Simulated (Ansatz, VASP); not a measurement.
**One calculation of Sc2Ta3O, two programs**

```
Sc Ta O
1.0
     5.24715    0.00000    0.00000
    -2.62357    4.54416    0.00000
     0.00000    0.00000    5.42622
Sc Ta O
2 3 1
Cartesian
  2.6236 1.5147 0.0000
  0.0000 3.0294 0.0000
  1.3118 2.2721 2.7131
  2.6236 0.0000 2.7131
  -1.3118 2.2721 2.7131
  0.0000 0.0000 0.0000
```

Change from the starting cell: species swapped into the LaNi2Rh3 type (P6/mmm, No. 191).

Alike in both runs: functional PBE; k mesh 6 × 6 × 4; occupations gaussian, width 0.1 eV; no spin polarisation.

Ansatz relaxed the structure, and its values are those at the end. VASP's run is a single point on that final structure, the one shown.

|  | VASP | Ansatz |
| --- | --- | --- |
| version | VASP 6.6.1 | Ansatz 0.2.0 |
| potentials or method | VASP PAW PBE potentials, release 64 (Sc_sv, Ta_pv, O), cutoff 520 eV | scalar-relativistic, plane waves, PAW |
| valence electrons in the cell | 61 | 67 |

Ansatz gave:

- gap on the k mesh at the Fermi level (eV): none
- pressure (GPa): -0.1

Q: Which values does VASP return?

A: gap on the k mesh at the Fermi level (eV): none; pressure (GPa): 0.0.

A gap of «none» marks a metal or a gap that the smearing closes. VASP's potentials hold 61 valence electrons a cell and Ansatz's 67, so a difference there can come from the potentials and not from the codes.

Neither program's run includes spin-orbit coupling.
